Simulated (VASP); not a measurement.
Wanted: the native input for a VASP 6.6.1 run.

- Task: relaxation of cell and atoms
- Functional: PBE
- Potentials or basis: VASP PAW PBE potentials, release 64 (Fe)
- Cutoff: 600 eV
- k mesh: 12 × 12 × 12
- Occupations: fermi-dirac, width 0.05 eV
- Spin: collinear spin, antiferromagnetic start
- Starting moments: [2.5, -2.5] μB
- Dipole correction: no
- Further INCAR settings: ALGO = Normal; EDIFF = 1e-07; IBRION = 2; EDIFFG = -0.01; NSW = 80; ISIF = 3

The structure of Fe lies in POSCAR:

```
Fe
1.0
    0.0000000000      2.3342634294      2.3342634294
    2.3342634294      0.0000000000      2.3342634294
    2.3342634294      2.3342634294      0.0000000000
Fe
2
Direct
    0.0000000000      0.0000000000      0.0000000000
    0.5000000000      0.5000000000      0.5000000000
```

These files were run (other wordings do the same):

INCAR

```
SYSTEM = Fe
ALGO = Normal ; EDIFF = 1E-7
EDIFFG = -0.01 ; ENCUT = 600
GGA = PE ; GGA_COMPAT = .FALSE.
IBRION = 2 ; ISIF = 3
ISMEAR = -1 ; ISPIN = 2
LASPH = .TRUE. ; LCHARG = .FALSE.
LMAXMIX = 4 ; LORBIT = 11
LREAL = .FALSE. ; LWAVE = .FALSE.
MAGMOM = 2.5 -2.5 ; NELM = 200
NELMIN = 4 ; NSW = 80
PREC = Accurate ; SIGMA = 0.05
```

KPOINTS

```
k-points
0
G
  12 12 12
  0 0 0
```

Potentials or basis: VASP PAW PBE potentials, release 64 (Fe).

The run is started by

```sh
$ cat potpaw_PBE.64/Fe/POTCAR > POTCAR
$ mpirun -np 1 vasp_std > vasp.out
```

It gave:

* Relaxed volume: 13.24 Å³/atom
* Relaxed cell: a = 3.345 Å, b = 3.345 Å, c = 3.345 Å, α = 60.00°, β = 60.00°, γ = 60.00°
* Space group after relaxing (to 0.05 Å): Pm-3m (No. 221)
* Energy gained by relaxing: 5.0 meV/atom
* Ionic steps: 3
* Pressure after relaxing: 0.0 GPa
* Band gap on the k mesh: zero (filled and empty bands overlap)
* Net moment: 0.00 μB per cell
* Site moments: Fe +2.18, -2.18 μB
* Valence electrons inside the program's atomic spheres: Fe 7.17

Run time: 3 min on 1 thread of Intel(R) Xeon(R) Platinum 8259CL CPU @ 2.50GHz (Skylake/Cascade Lake), on a shared host, peak memory 0.2 GiB.
